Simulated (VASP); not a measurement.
## AlN: single point with RPBE+D4

Crystal: AlN.

```
Al N
1.0
     3.15397    0.00000    0.00000
    -1.57698    2.73141    0.00000
     0.00000    0.00000    5.04655
Al N
2 2
Cartesian
  1.5770 0.9105 2.5233
  0.0000 1.8209 0.0000
  1.5770 0.9105 4.4410
  0.0000 1.8209 1.9177
```

```yaml
Program: VASP 6.6.1
Task: single point
Functional: RPBE
Dispersion: D4
Potentials_or_basis: VASP PAW PBE potentials, release 64 (Al, N)
Cutoff: 520 eV
k_mesh: 10 × 10 × 6
Occupations: fermi-dirac, width 0.05 eV
Spin: no spin polarisation
```

The pressure is -10.8 GPa. The largest force is 0.096 eV/Å, the band gap on the k mesh is 3.93 eV, direct and the dispersion energy per atom is -0.613 eV.

Forces in eV/Å, atoms in the order of the input:
```
Al   0.000  0.000 -0.096
Al   0.000  0.000 -0.096
N    0.000  0.000  0.096
N    0.000  0.000  0.096
```

Stress tensor (GPa, compression positive):
```
-11.46   0.00   0.00
  0.00 -11.46   0.00
  0.00   0.00  -9.53
```

Levels at points of the mesh, in eV from the valence-band top:
| k point | band 5 | band 6 | band 7 | band 8 | band 9 | band 10 | band 11 | band 12 |
| --- | --- | --- | --- | --- | --- | --- | --- | --- |
| (0.00, 0.00, 0.00) | -0.81 | -0.17 | -0.17 | 0.00 | 3.93 | 6.42 | 10.39 | 10.97 |
| (0.50, 0.00, 0.00) | -3.22 | -2.00 | -1.70 | -0.64 | 5.78 | 5.79 | 7.95 | 10.10 |
| (0.00, 0.00, 0.50) | -0.50 | -0.50 | -0.50 | -0.50 | 6.20 | 6.20 | 10.12 | 10.12 |
| (0.50, 0.00, 0.50) | -1.39 | -1.39 | -1.31 | -1.31 | 5.26 | 5.26 | 9.14 | 9.14 |

Wall time 35 s on 1 thread of AMD EPYC 7R13 Processor (Zen 3) (shared host), peak memory 0.14 GiB.

Caveat: the PAW data sets were made with another functional, which shifts forces and pressure a little.
